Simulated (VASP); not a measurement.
# Li2BeS3 (P-3m1) in VASP: a series of runs

The runs below take Li2BeS3 through single point, relaxation of cell and atoms, with PBE.

Program: VASP 6.6.1. These are calculated values, not measurements. Logs are shortened: lines on timing, memory, paths and dates and some standing lists are left out, and cuts for length are marked.

### Step 1. The cell of the first run

Symmetry: P-3m1, No. 164, trigonal system. Conventional cell: a = 3.181 Å, b = 3.181 Å, c = 9.796 Å, α = 90.00°, β = 90.00°, γ = 120.00°. Within 3.3 Å of Li (site symmetry 3m) lie 6 S at 2.53 to 2.58 Å and 6 Li at 3.18 Å. Within 3.0 Å of Be (site symmetry -3m) lie 6 S at 2.28 Å. Within 3.3 Å of S (site symmetry -3m) lie 6 Li at 2.53 Å and 6 S at 3.18 Å. S (site symmetry 3m) has 3 Be at 2.28 Å and 3 Li at 2.58 Å within 3.0 Å.

### Step 2. Single point, PBE

Input file INCAR:

```
SYSTEM = Li2BeS3
PREC = Accurate ; ENCUT = 520
EDIFF = 1E-6 ; ISMEAR = 0
SIGMA = 0.1 ; LREAL = .FALSE.
LASPH = .TRUE. ; NELM = 100
ALGO = Normal ; ISIF = 2
LWAVE = .FALSE. ; LCHARG = .FALSE.
GGA = PE ; NBANDS = 22
```

Input file KPOINTS:

```
Automatic mesh
0
G
  15 15 4
  0 0 0
```

Input file POSCAR:

```
Li2BeS3
1.0
    3.1808014174      0.0000000000      0.0000000000
   -1.5904007087      2.7546548319      0.0000000000
    0.0000000000      0.0000000000      9.7956099722
Li Be S
2 1 3
Direct
    0.3333333333      0.6666666667      0.6771993596
    0.6666666667      0.3333333333      0.3228006404
    0.0000000000      0.0000000000      0.0000000000
    0.0000000000      0.0000000000      0.5000000000
    0.3333333333      0.6666666667      0.1370889130
    0.6666666667      0.3333333333      0.8629110870
```

Potentials or basis: VASP PAW PBE potentials, release 64 (Li_sv, Be, S).

The run is started by

```bash
cat potpaw_PBE.64/Li_sv/POTCAR potpaw_PBE.64/Be/POTCAR potpaw_PBE.64/S/POTCAR > POTCAR
mpirun -np 1 vasp_std > vasp.out
```

OUTCAR:

```text
SYSTEM = Li2BeS3
   PREC = Accurate
   ENCUT = 520
   EDIFF = 1E-6
   ISMEAR = 0
   LREAL = .FALSE.
   LASPH = .TRUE.
   NELM = 100
   ISIF = 2
   GGA = PE

 ion  position               nearest neighbor table
   1  0.333  0.667  0.677-   4 2.53   4 2.53   4 2.53   6 2.58   6 2.58   6 2.58
   2  0.667  0.333  0.323-   4 2.53   4 2.53   4 2.53   5 2.58   5 2.58   5 2.58
   3  0.000  0.000  0.000-   5 2.28   6 2.28   6 2.28   5 2.28   6 2.28   5 2.28
   4  0.000  0.000  0.500-   1 2.53   2 2.53   2 2.53   1 2.53   2 2.53   1 2.53
   5  0.333  0.667  0.137-   3 2.28   3 2.28   3 2.28   2 2.58   2 2.58   2 2.58
   6  0.667  0.333  0.863-   3 2.28   3 2.28   3 2.28   1 2.58   1 2.58   1 2.58

  LATTYP: Found a hexagonal cell.
 ALAT       =     3.1808014174
 C/A-ratio  =     3.0796043785

  Lattice vectors:

 A1 = (   3.1808014174,   0.0000000000,   0.0000000000)
 A2 = (  -1.5904007087,   2.7546548319,   0.0000000000)
 A3 = (   0.0000000000,   0.0000000000,   9.7956099722)

Analysis of symmetry for initial positions (statically):
=====================================================================
 Subroutine PRICEL returns:
 Original cell was already a primitive cell.

 Routine SETGRP: Setting up the symmetry group for a
 hexagonal supercell.

 Subroutine GETGRP returns: Found 12 space group operations
 (whereof 12 operations were pure point group operations)
 out of a pool of 24 trial point group operations.

The static configuration has the point symmetry D_3d.

Analysis of symmetry for dynamics (positions and initial velocities):
=====================================================================
 Subroutine PRICEL returns:
 Original cell was already a primitive cell.

 Routine SETGRP: Setting up the symmetry group for a
 hexagonal supercell.

 Subroutine GETGRP returns: Found 12 space group operations
 (whereof 12 operations were pure point group operations)
 out of a pool of 24 trial point group operations.

The dynamic configuration has the point symmetry D_3d.

 Subroutine INISYM returns: Found 12 space group operations
 (whereof 12 operations are pure point group operations),
 and found     1 'primitive' translations

----------------------------------------------------------------------------------------

                                     Primitive cell

[... 92 lines left out ...]
   ISPIN  =      1    spin polarized calculation?
   LNONCOLLINEAR =      F non collinear calculations
   LSORBIT =      F    spin-orbit coupling
   LASPH  =      T    aspherical Exc in radial PAW
   ENCUT  =  520.0 eV  38.22 Ry    6.18 a.u.   5.91  5.91 18.21*2*pi/ulx,y,z
   NELM   =    100;   NELMIN=  2; NELMDL= -5     # of ELM steps
   EDIFF  = 0.1E-05   stopping-criterion for ELM
   LREAL  =      F    real-space projection
   EDIFFG = 0.1E-04   stopping-criterion for IOM
   NSW    =      0    number of steps for IOM
   IBRION =     -1    ionic relax: 0-MD 1-quasi-New 2-CG
   NFREE  =      0    steps in history (QN), initial steepest desc. (CG)
   ISIF   =      2    stress and relaxation
   ISYM   =      2    0-nonsym 1-usesym 2-fastsym
   POTIM  = 0.5000    time-step for ionic-motion
   TEBEG  =    0.0;   TEEND  =   0.0 temperature during run
   PSTRESS=    0.0 pullay stress
   NELECT =      26.0000    total number of electrons
   NUPDOWN=      -1.0000    fix difference up-down
   EMIN   =  10.00;   EMAX   =-10.00  energy-range for DOS
   EFERMI =   0.00;   METHOD = LEGACY
   ISMEAR =     0;   SIGMA  =   0.10  broadening in eV -4-tet -1-fermi 0-gaus
   EFERMI_NEDOS =   21; number of points for ismear=-14 and -15
   IALGO  =     38    algorithm
   IMIX   =      4    mixing-type and parameters
     AMIX     =   0.40;   BMIX     =  1.00
     AMIX_MAG =   1.60;   BMIX_MAG =  1.00
  volume/ion in A,a.u.               =      14.30        96.53
  Fermi-wavevector in a.u.,A,eV,Ry     =   1.099481  2.077717 16.447503  1.208857
  Thomas-Fermi vector in A             =   2.235876
   LORBIT       =      0    0 simple, 1 ext, 2 COOP (PROOUT), +10 PAW based schemes
   GGA     = PE    functional components
   LHFCALC =     F    Hartree Fock is set to
   AEXX    =    0.0000 exact exchange contribution
   IVDW    =     0    specifies the selected vdW correction
   LEPSILON=     F    determine dielectric tensor
   LRPA    =     F    only Hartree local field effects (RPA)
 non-spin polarized calculation
 Gauss-broadening in eV      SIGMA  =   0.10
  energy-cutoff  :      520.00
  volume of cell :       85.83
 maximum number of plane-waves:      2329
   NGX = 11   NGY = 11   NGZ = 37

 number of electron      26.0000019 magnetization

 Free energy of the ion-electron system (eV)
  ---------------------------------------------------
  ext. energy  EPLUGINS =         0.00000000
  ---------------------------------------------------
  free energy    TOTEN  =       -23.82630756 eV

  energy without entropy =      -23.81009974  energy(sigma->0) =      -23.81820365

 E-fermi :   4.1983     XC(G=0):  -9.7402

 val. band max:        4.1974766152   @ k =   0.1333  -0.0000   0.0000
 cond. band min:       4.1990281252   @ k =   0.1333  -0.0000   0.2500
 fundamental gap:      0.0015515100
 Fermi energy:         4.1982587565

 k-point     1 :       0.0000    0.0000    0.0000
  band No.  band energies     occupation
      1     -40.7753      2.00000
      2     -40.7746      2.00000
      3      -9.9070      2.00000
      4      -8.6436      2.00000
      5      -8.6191      2.00000
      6      -0.8835      2.00000
[... 589 lines left out ...]
     21      13.1556      0.00000
     22      13.3278      0.00000

 [... further k-points ...]
[... 5 lines left out ...]
  --------------------------------------------------------------------------------------
  -------------------------------------------------------------------------------------
  Total       -0.0351848     -0.0351848     -0.0304689     -0.0000000     -0.0000000      0.0000000
  in kB       -0.6567957     -0.6567957     -0.5687636     -0.0000000     -0.0000000      0.0000000
  external PRESSURE =      -0.6274517 kB  Pullay stress =       0.0000000 kB

 VOLUME and BASIS-vectors are now :
 -----------------------------------------------------------------------------
  energy-cutoff  :      520.00
  volume of cell :       85.83
      direct lattice vectors                 reciprocal lattice vectors
     3.180801417  0.000000000  0.000000000     0.314386178  0.181510944  0.000000000
    -1.590400709  2.754654832  0.000000000     0.000000000  0.363021889  0.000000000
     0.000000000  0.000000000  9.795609972     0.000000000  0.000000000  0.102086547

 POSITION                                       TOTAL-FORCE (eV/Angst)
 -----------------------------------------------------------------------------------
     -0.00000      1.83644      6.63358        -0.000000      0.000000      0.002687
      1.59040      0.91822      3.16203         0.000000     -0.000000     -0.002687
      0.00000      0.00000      0.00000        -0.000000     -0.000000      0.000000
      0.00000      0.00000      4.89780        -0.000000     -0.000000      0.000000
     -0.00000      1.83644      1.34287         0.000000     -0.000000      0.007382
      1.59040      0.91822      8.45274         0.000000     -0.000000     -0.007382
 -----------------------------------------------------------------------------------
    total drift:                               -0.000000     -0.000000      0.000000

  FREE ENERGIE OF THE ION-ELECTRON SYSTEM (eV)
  ---------------------------------------------------
  free  energy   TOTEN  =       -23.8263075591 eV

  energy  without entropy=      -23.8100997427  energy(sigma->0) =      -23.81820365
```

stdout:

```text
POSCAR found type information on POSCAR LiBeS
 POSCAR found :  3 types and       6 ions
 scaLAPACK will be used
 LDA part: xc-table for (Slater+PW92), standard interpolation
 POSCAR, INCAR and KPOINTS ok, starting setup
 FFT: planning ... GRIDC
 FFT: planning ... GRID_SOFT
 FFT: planning ... GRID
 WAVECAR not read
 entering main loop
```

It took 4.4 min on 1 thread of AMD EPYC 7R43 (Zen 3), shared host; peak memory 0.25 GiB.

Results:

```yaml
Free_energy: -23.8263 eV
Largest_force: 0.007 eV/Å
Band_gap_on_the_k_mesh: zero (band 13 reaches 5.54 eV, above the bottom of band 14 at 2.82 eV)
```

Forces in eV/Å, atoms in the order of the input:
```
Li   0.000  0.000  0.003
Li   0.000  0.000 -0.003
Be   0.000  0.000  0.000
S    0.000  0.000  0.000
S    0.000  0.000  0.007
S    0.000  0.000 -0.007
```

Levels at points of the mesh, in eV from the Fermi level:
```csv
k point,band 9,band 10,band 11,band 12,band 13,band 14,band 15,band 16,band 17,band 18
"(0.00, 0.00, 0.00)",0.75,0.75,0.79,0.79,1.34,1.34,5.05,6.49,6.82,6.82
"(0.00, 0.00, 0.50)",0.75,0.75,0.79,0.79,1.34,1.34,6.34,6.47,6.80,6.80
```

Caveat: the cutoff is under 1.25 times the usual one of these potentials, so pressure, stress and relaxed cells hold a basis-set (Pulay) error.

### Step 3. Relaxation of cell and atoms, PBE

This run uses another cell than the first one, of 14.34 Å³/atom, 1.002 times its volume.

Input file INCAR:

```
SYSTEM = Li2BeS3
PREC = Accurate
ENCUT = 600
EDIFF = 1E-6
ISMEAR = 0
SIGMA = 0.1
LREAL = .FALSE.
LASPH = .TRUE.
NELM = 100
ALGO = Normal
ISIF = 3
LWAVE = .FALSE.
LCHARG = .FALSE.
GGA = PE
IBRION = 2
NSW = 100
EDIFFG = -0.01
```

Input file KPOINTS:

```
regular mesh
0
G
  15 15 4
  0 0 0
```

Input file POSCAR:

```
Li2BeS3
1.0
    3.1932473408      0.0000000000      0.0000000000
   -1.5966236704      2.7654333177      0.0000000000
    0.0000000000      0.0000000000      9.7432112802
Li Be S
2 1 3
Direct
    0.3333333333      0.6666666667      0.6776290310
    0.6666666667      0.3333333333      0.3223709690
    0.0000000000      0.0000000000      0.0000000000
    0.0000000000      0.0000000000      0.5000000000
    0.3333333333      0.6666666667      0.1355013972
    0.6666666667      0.3333333333      0.8644986028
```

Potentials or basis: VASP PAW PBE potentials, release 64 (Li_sv, Be, S).

The run is started by

```bash
cat potpaw_PBE.64/Li_sv/POTCAR potpaw_PBE.64/Be/POTCAR potpaw_PBE.64/S/POTCAR > POTCAR
mpirun -np 1 vasp_std > vasp.out
```

Run time: 13 min. Hardware: 1 thread of AMD EPYC 7R43 (Zen 3), shared host; peak memory 0.29 GiB.

The run converged. Its results:

| Property | Result |
| --- | --- |
| Free energy | -23.8265 eV |
| Relaxed volume | 14.30 Å³/atom |
| Relaxed cell | a = 3.180 Å, b = 3.180 Å, c = 9.796 Å, α = 90.00°, β = 90.00°, γ = 120.00° |
| Space group after relaxing (to 0.05 Å) | P-3m1 (No. 164) |
| Energy gained by relaxing | 0.8 meV/atom |
| Ionic steps | 4 |
| Pressure after relaxing | 0.0 GPa |
| Largest force after relaxing | 0.008 eV/Å |
| Band gap on the k mesh | zero (band 13 reaches 5.55 eV, above the bottom of band 14 at 2.82 eV) |

Forces in eV/Å, atoms in the order of the input:
```
Li   0.000  0.000 -0.008
Li   0.000  0.000  0.008
Be   0.000  0.000  0.000
S    0.000  0.000  0.000
S    0.000  0.000  0.003
S    0.000  0.000 -0.003
```

The path:
```
step  energy change (eV)  largest force (eV/Å)  pressure (GPa)  volume (Å³)
   1              0.0000                0.1749            0.04        86.04
   2             -0.0037                0.0720           -0.14        86.09
   3             -0.0044                0.0092           -0.27        86.12
   4             -0.0048                0.0082           -0.05        85.78
```

Final structure:
```
Li Be S
1.0
     3.17974    0.00000    0.00000
    -1.58987    2.75373    0.00000
     0.00000    0.00000    9.79600
Li Be S
2 1 3
Direct
  0.33333 0.66667 0.67769
  0.66667 0.33333 0.32231
  0.00000 0.00000 0.00000
  0.00000 0.00000 0.50000
  0.33333 0.66667 0.13708
  0.66667 0.33333 0.86292
```

Levels at points of the mesh, in eV from the Fermi level:
```tsv
k point	band 10	band 11	band 12	band 13	band 14	band 15	band 16	band 17
(0.00, 0.00, 0.00)	0.75	0.79	0.79	1.35	1.35	5.05	6.49	6.81
(0.00, 0.00, 0.50)	0.75	0.79	0.79	1.35	1.35	6.33	6.48	6.80
```

Caveat: the cutoff is under 1.25 times the usual one of these potentials, so pressure, stress and relaxed cells hold a basis-set (Pulay) error.

### Step 4. Single point, PBE

This run uses another cell than the first one, of 14.07 Å³/atom, 0.983 times its volume.

Input file INCAR:

```
PREC = Accurate ; ENCUT = 520
EDIFF = 1E-6 ; ISMEAR = 0
SIGMA = 0.1 ; LREAL = F
LASPH = T ; NELM = 100
ALGO = Normal ; ISIF = 2
LWAVE = F ; LCHARG = F
GGA = PE ; NBANDS = 22
```

Input file KPOINTS:

```
regular mesh
0
Gamma
  6 6 2
```

Input file POSCAR:

```
Li2BeS3
1.0
    3.4139115400      0.0000000000      0.0000000000
   -1.7069557700      2.9565341200      0.0000000000
    0.0000000000      0.0000000000      8.3623413000
Li Be S
2 1 3
Direct
    0.3333333300      0.6666666700      0.6666666700
    0.6666666700      0.3333333300      0.3333333300
    0.0000000000      0.0000000000      0.0000000000
    0.0000000000      0.0000000000      0.5000000000
    0.3333333300      0.6666666700      0.1666666700
    0.6666666700      0.3333333300      0.8333333300
```

The run is started by

```bash
cat potpaw_PBE.64/Li_sv/POTCAR potpaw_PBE.64/Be/POTCAR potpaw_PBE.64/S/POTCAR > POTCAR
mpirun -np 1 vasp_std > vasp.out
```

Run time: 58 s. Hardware: 1 thread of AMD EPYC 7R43 (Zen 3), shared host; peak memory 0.17 GiB.

The run converged. Its results:

```
Free energy            : -23.1115 eV
Largest force          : 1.582 eV/Å
Band gap on the k mesh : zero (band 13 reaches 4.68 eV, above the bottom of band 14 at 2.91 eV)
```

Forces on the atoms (eV/Å):
```
Li   0.000  0.000 -0.141
Li   0.000  0.000  0.141
Be   0.000  0.000  0.000
S    0.000  0.000  0.000
S    0.000  0.000 -1.582
S    0.000  0.000  1.582
```

Levels at points of the mesh, in eV from the Fermi level:
| k point | band 9 | band 10 | band 11 | band 12 | band 13 | band 14 | band 15 | band 16 | band 17 | band 18 |
| --- | --- | --- | --- | --- | --- | --- | --- | --- | --- | --- |
| (0.00, 0.00, 0.00) | 0.16 | 0.19 | 0.19 | 0.62 | 0.80 | 0.80 | 5.38 | 5.86 | 6.08 | 6.08 |
| (0.50, 0.00, 0.00) | -1.75 | -1.66 | -1.17 | -1.02 | -0.41 | -0.23 | 3.79 | 5.61 | 5.86 | 6.95 |
| (0.00, 0.00, 0.50) | 0.14 | 0.14 | 0.23 | 0.23 | 0.78 | 0.78 | 5.21 | 5.98 | 5.98 | 6.34 |
| (0.50, 0.00, 0.50) | -2.29 | -1.94 | -1.64 | -0.94 | 0.25 | 0.25 | 3.93 | 5.39 | 5.89 | 6.37 |

Caveat: the k points lie up to 0.38 Å⁻¹ apart; the cutoff is under 1.25 times the usual one of these potentials, so pressure, stress and relaxed cells hold a basis-set (Pulay) error; forces of over 1 eV/Å act on the atoms, so gaps and moduli don't describe the material at rest.

[end of part 1 of 2]
